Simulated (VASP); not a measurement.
Runs of VASP 6.6.1 on Ag. The structure is that of space group Fm-3m (No. 225), or close to it. The cells are those of the table. 

```tsv
cell	gap on the mesh (eV)	pressure (GPa)
a = 2.889, b = 2.940, c = 2.940 Å, angles 58.9, 60.6, 60.6°, 1 atom	none	0.9
a = 2.889, b = 2.933, c = 2.933 Å, angles 59.0, 60.5, 60.5°, 1 atom	none	1.3
a = 2.889, b = 2.846, c = 2.846 Å, angles 61.0, 59.5, 59.5°, 1 atom	none	(b)
a = 2.889, b = 2.948, c = 2.948 Å, angles 58.7, 60.7, 60.7°, 1 atom	none	0.4
a = 2.889, b = 2.918, c = 2.918 Å, angles 59.3, 60.3, 60.3°, 1 atom	none	2.4
a = 2.889, b = 2.832, c = 2.832 Å, angles 61.3, 59.3, 59.3°, 1 atom	none	9.9
a = 2.889, b = 2.904, c = 2.904 Å, angles 59.7, 60.2, 60.2°, 1 atom	none	(a)
a = 2.889, b = 2.875, c = 2.875 Å, angles 60.3, 59.8, 59.8°, 1 atom	none	5.7
a = 2.889, b = 2.861, c = 2.861 Å, angles 60.7, 59.7, 59.7°, 1 atom	none	7.1
```

Alike in all rows: task single point; level PBE; potentials or basis VASP PAW PBE potentials, release 64 (Ag); no spin polarisation; k mesh 20 × 20 × 20; cutoff (eV) 520; smearing gaussian 0.15 eV.

Task: Fill in the values left out.

Result: (a) 3.4; (b) 8.4.

Caveats: the cell stands under pressure (at least some runs).

A k mesh can miss the band edges, and the runs leave out spin-orbit coupling on Ag.

A gap of «none» marks levels without a gap at the run's occupations.
